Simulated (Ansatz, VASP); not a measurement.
# TiSi2 in VASP and in Ansatz

```
Ti Si
1.0
     3.39626    0.00000    0.00000
     0.00000    3.39626    0.00000
     0.00000    0.00000    4.84899
Ti Si
1 2
Direct
  0.00000 0.00000 0.50000
  0.50000 0.50000 0.00000
  0.00000 0.00000 0.00000
```

Alike in both runs: functional PBE; k mesh 14 × 14 × 10; occupations gaussian, width 0.1 eV; no spin polarisation.

Ansatz relaxed the structure, and its values are those at the end. VASP's run is a single point on that final structure, the one shown.

|  | VASP | Ansatz |
| --- | --- | --- |
| version | VASP 6.6.1 | Ansatz 0.2.0 |
| potentials or method | VASP PAW PBE potentials, release 64 (Ti_sv, Si), cutoff 520 eV | scalar-relativistic, plane waves, PAW |
| valence electrons in the cell | 20 | 20 |

```csv
,VASP,Ansatz,Ansatz less VASP
gap on the k mesh at the Fermi level (eV),none,none,-
pressure (GPa),0.0,0.0,+0.03
```

A gap of «none» marks a metal or a gap that the smearing closes. With one functional, cell and mesh, what is left measures potentials, basis and numerics.
